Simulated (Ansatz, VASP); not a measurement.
## LiNbO3 in VASP and in Ansatz

```xyz
10
Lattice="2.6112 1.5076 4.5978 -2.6112 1.5076 4.5978 0.0000 -3.0151 4.5978" Properties=species:S:1:pos:R:3 pbc="T T T"
Li    0.0000    0.0000    3.4483
Li    0.0000    0.0000   10.3450
Nb    0.0000    0.0000    0.0000
Nb    0.0000    0.0000    6.8967
O    -0.6251   -1.5076    5.7472
O     1.6181    0.2124    5.7472
O    -0.9930    1.2951    5.7472
O    -1.6181   -0.2124    8.0461
O     0.6251    1.5076    8.0461
O     0.9930   -1.2951    8.0461
```

Alike in both runs: functional PBE; k mesh 6 × 6 × 6; occupations gaussian, width 0.02 eV; no spin polarisation.

Ansatz relaxed the structure, and its values are those at the end. VASP's run is a single point on that final structure, the one shown.

|  | VASP | Ansatz |
| --- | --- | --- |
| version | VASP 6.6.1 | Ansatz 0.2.0 |
| potentials or method | VASP PAW PBE potentials, release 64 (Li_sv, Nb_sv, O), cutoff 520 eV | scalar-relativistic, plane waves, PAW |
| valence electrons in the cell | 68 | 68 |

VASP gave:

* gap on the k mesh at the Fermi level (eV): 2.49
* least direct gap on the mesh (eV): 2.61
* rms of the force components (eV/Å): 0.009

Q: Estimate Ansatz's values.

A: gap on the k mesh at the Fermi level (eV): 2.51; least direct gap on the mesh (eV): 2.63; rms of the force components (eV/Å): 0.000.

Noted on VASP's run: the cutoff is short for stress, so the pressure is rough.
